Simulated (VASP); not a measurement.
# KF in VASP: notebook, part 2 of 2

VASP 6.6.1. Earlier steps stand in the parts before.

## Step 3: Single point, r2SCAN

This run uses another cell than the first one, of 18.81 Å³/atom.

POSCAR reads:

```
KF
1.0
   -0.0001244375      2.6595708981      2.6604010005
    2.6605949630      0.0000900250      2.6601865381
    2.6589509519      2.6577124246      0.0017340360
K F
1 1
Direct
    0.0253865560      0.0057175700      0.0022414761
    0.5255022940      0.5058768900      0.5018248239
```

INCAR.step1 reads:

```
SYSTEM = KF
PREC = Accurate
ENCUT = 520
ISMEAR = -1
SIGMA = 0.02
LREAL = .False.
LASPH = .True.
NELM = 60
NBANDS = 15
GGA = PE
ALGO = Normal
EDIFF = 1E-4
LWAVE = .True.
LCHARG = .False.
```

INCAR.step2 reads:

```
SYSTEM = KF
PREC = Accurate
ENCUT = 520
EDIFF = 1E-6
ISMEAR = -1
SIGMA = 0.02
LREAL = .False.
LASPH = .True.
NELM = 60
ALGO = Normal
ISIF = 2
LWAVE = .False.
LCHARG = .False.
METAGGA = R2SCAN
LMIXTAU = .True.
NBANDS = 15
ISTART = 1
```

KPOINTS reads:

```
regular mesh
0
Gamma
  7 7 7
  0 0 0
```

Potentials or basis: VASP PAW PBE potentials, release 64 (K_sv, F).

Command:

```console
cat potpaw_PBE.64/K_sv/POTCAR potpaw_PBE.64/F/POTCAR > POTCAR
cp INCAR.step1 INCAR
mpirun -np 1 vasp_std > vasp.out
cp INCAR.step2 INCAR
mpirun -np 1 vasp_std > vasp.out
```

OUTCAR:

```text
SYSTEM = KF
   PREC = Accurate
   ENCUT = 520
   EDIFF = 1E-6
   ISMEAR = -1
   LREAL = .False.
   LASPH = .True.
   NELM = 60
   ISIF = 2
   METAGGA = R2SCAN
   ISTART = 1

 ion  position               nearest neighbor table
   1  0.025  0.006  0.002-   2 2.66   2 2.66   2 2.66   2 2.66   2 2.66   2 2.66
   2  0.526  0.506  0.502-   1 2.66   1 2.66   1 2.66   1 2.66   1 2.66   1 2.66

  LATTYP: Found a triclinic cell.
 ALAT       =     3.7617882531
 B/A-ratio  =     1.4134750792
[... 626 lines left out ...]

  FORCE on cell =-STRESS in cart. coord.  units (eV):
  Direction    XX          YY          ZZ          XY          YZ          ZX
  --------------------------------------------------------------------------------------
  -------------------------------------------------------------------------------------
  Total       -0.0100504     -0.0029505     -0.0082248      0.0015789     -0.0020462     -0.0016518
  in kB       -0.4281229     -0.1256835     -0.3503556      0.0672587     -0.0871614     -0.0703642
  external PRESSURE =      -0.3013873 kB  Pullay stress =       0.0000000 kB

 VOLUME and BASIS-vectors are now :
 -----------------------------------------------------------------------------
  energy-cutoff  :      520.00
  volume of cell :       37.61
      direct lattice vectors                 reciprocal lattice vectors
    -0.000124438  2.659570898  2.660401000    -0.187972797  0.187937736  0.187995297
     2.660594963  0.000090025  2.660186538     0.187865340 -0.188075566  0.188025669
     2.658950952  2.657712425  0.001734036     0.188097878  0.188200647 -0.188133126

 POSITION                                       TOTAL-FORCE (eV/Angst)
 -----------------------------------------------------------------------------------
      0.02117      0.07348      0.08275        -0.001252     -0.001453      0.001379
      2.68020      2.73136      2.74464         0.001252      0.001453     -0.001379
 -----------------------------------------------------------------------------------
    total drift:                               -0.000746      0.000497      0.001891

  FREE ENERGIE OF THE ION-ELECTRON SYSTEM (eV)
  ---------------------------------------------------
  free  energy   TOTEN  =       -14.9729194166 eV

  energy  without entropy=      -14.9729194166  energy(sigma->0) =      -14.97291942
```

OSZICAR.step1:

```text
N       E                     dE             d eps       ncg     rms          rms(c)
DAV:   1     0.103319321265E+03    0.10332E+03   -0.80599E+03  5160   0.102E+03
DAV:   2    -0.495863971046E+01   -0.10828E+03   -0.10102E+03  6668   0.282E+02
DAV:   3    -0.938568899891E+01   -0.44270E+01   -0.44063E+01  7099   0.496E+01
DAV:   4    -0.954155559391E+01   -0.15587E+00   -0.15585E+00  6769   0.881E+00
DAV:   5    -0.954349954934E+01   -0.19440E-02   -0.19440E-02  7241   0.873E-01    0.635E+00
DAV:   6    -0.831372278355E+01    0.12298E+01   -0.34832E+00  5461   0.149E+01    0.411E+00
DAV:   7    -0.828529842396E+01    0.28424E-01   -0.65928E-02  6238   0.223E+00    0.231E+00
DAV:   8    -0.828159192360E+01    0.37065E-02   -0.50221E-02  5951   0.222E+00    0.193E-01
DAV:   9    -0.828314803335E+01   -0.15561E-02   -0.38536E-03  6672   0.514E-01    0.123E-01
DAV:  10    -0.828370315596E+01   -0.55512E-03   -0.47061E-04  5370   0.189E-01    0.603E-02
DAV:  11    -0.828382602879E+01   -0.12287E-03   -0.12452E-04  5364   0.944E-02    0.192E-02
DAV:  12    -0.828382445912E+01    0.15697E-05   -0.11483E-05  3966   0.370E-02
   1 F= -.82838245E+01 E0= -.82838245E+01  d E =-.408469E-13
```

Wall time 12 min (1 thread of Oxide Virtual Turin-like, shared host); peak memory 0.2 GiB.

What came out:

```
Free energy            : -14.9729 eV
Pressure               : 0.0 GPa
Band gap on the k mesh : 6.91 eV
```

Forces on the atoms (eV/Å):
```
K   -0.001 -0.001  0.001
F    0.001  0.001 -0.001
```

Caveat: the PAW data sets were made with another functional, which shifts forces and pressure a little. r2SCAN opens gaps a little over a GGA but as a rule still falls short of measured ones.

## Step 4: Relaxation of cell and atoms, PBE

This run uses another cell than the first one, of 19.07 Å³/atom.

INCAR reads:

```
SYSTEM = KF
PREC = Accurate ; ENCUT = 600
EDIFF = 1E-6 ; ISMEAR = -1
SIGMA = 0.02 ; LREAL = .FALSE.
LASPH = .TRUE. ; NELM = 100
ALGO = Normal ; ISIF = 3
LWAVE = .FALSE. ; LCHARG = .FALSE.
GGA = PE ; IBRION = 2
NSW = 100 ; EDIFFG = -0.01
```

KPOINTS reads:

```
Automatic mesh
0
G
  7 7 7
  0 0 0
```

POSCAR reads:

```
KF
1.0
    0.0000000000      2.6718500000      2.6718500000
    2.6718500000      0.0000000000      2.6718500000
    2.6718500000      2.6718500000      0.0000000000
K F
1 1
Direct
    0.0300399500      0.0136867400     -0.0171644200
    0.5208489000      0.4979077200      0.5212307200
```

Command:

```console
cat potpaw_PBE.64/K_sv/POTCAR potpaw_PBE.64/F/POTCAR > POTCAR
mpirun -np 1 vasp_std > vasp.out
```

It took 17 min on 1 thread of Oxide Virtual Turin-like, shared host; peak memory 0.22 GiB.

Results (log left out):

```
Free energy                           : -8.2990 eV
Relaxed volume                        : 19.91 Å³/atom
Relaxed cell                          : a = 3.836 Å, b = 3.834 Å, c = 3.831 Å, α = 59.97°, β = 59.95°, γ = 60.00°
Space group after relaxing (to 0.1 Å) : Fm-3m (No. 225)
Energy gained by relaxing             : 9.4 meV/atom
Ionic steps                           : 11
Pressure after relaxing               : 0.0 GPa
Band gap on the k mesh                : 5.94 eV
```

Forces on the atoms (eV/Å):
```
K   -0.001 -0.001  0.002
F    0.001  0.001 -0.002
```

The path:
| step | energy change (eV) | largest force (eV/Å) | pressure (GPa) | volume (Å³) |
| --- | --- | --- | --- | --- |
| 1 | 0.0000 | 0.1972 | 1.61 | 38.15 |
| 2 | -0.0105 | 0.1450 | 0.60 | 39.22 |
| 3 | -0.0139 | 0.0967 | -0.38 | 40.48 |
| 4 | -0.0140 | 0.1014 | -0.28 | 40.34 |
| 5 | -0.0155 | 0.0854 | -0.23 | 40.22 |
| 6 | -0.0183 | 0.0342 | -0.04 | 39.87 |
| 7 | -0.0153 | 0.0831 | 0.55 | 39.17 |
| 8 | -0.0186 | 0.0077 | 0.11 | 39.70 |
| 9 | -0.0186 | 0.0063 | 0.10 | 39.68 |
| 10 | -0.0186 | 0.0038 | 0.11 | 39.67 |
| 11 | -0.0187 | 0.0022 | 0.04 | 39.82 |

Final structure:
```cif
data_structure
_symmetry_space_group_name_H-M 'P 1'
_symmetry_Int_Tables_number 1
_cell_length_a 3.8357
_cell_length_b 3.8345
_cell_length_c 3.8309
_cell_angle_alpha 59.970
_cell_angle_beta 59.954
_cell_angle_gamma 60.003
_cell_volume 39.82
loop_
_atom_site_label
_atom_site_type_symbol
_atom_site_fract_x
_atom_site_fract_y
_atom_site_fract_z
_atom_site_occupancy
K1 K 0.02532 0.00572 0.00229 1
F1 F 0.52557 0.50587 0.50178 1
```

Levels at points of the mesh, in eV from the valence-band top:
```csv
k point,band 6,band 7,band 8,band 9,band 10,band 11
"(0.00, 0.00, 0.00)",0.00,0.00,0.00,5.94,10.55,10.55
```

PBE usually gives volumes a little too large and moduli too small. Zero-point motion and thermal expansion aren't in these numbers.

## Step 5: Overview

```csv
task,level,cell,cutoff (eV),gap on the mesh (eV),pressure (GPa)
single point,PBE,"a = 3.833, b = 3.834, c = 3.831 Å, angles 60.0°, 2 atoms, atomic positions A",520,5.95,0.0
single point,r2SCAN,"a = 3.762, b = 3.762, c = 3.759 Å, angles 60.0°, 2 atoms, atomic positions B",520,6.91,0.0
relaxation of cell and atoms,PBE,"relaxed from a = 3.779 Å, angles 60.0°, 2 atoms, atomic positions C",600,5.94,0.0
```

Alike in all rows: potentials or basis VASP PAW PBE potentials, release 64 (K_sv, F); no spin polarisation; k mesh 7 × 7 × 7; smearing fermi-dirac 0.02 eV.

Caveats: the PAW data sets were made with another functional, which shifts forces and pressure a little (at least some runs).

Total energies depend on the potentials used, so only differences within one code and one set of settings carry meaning.
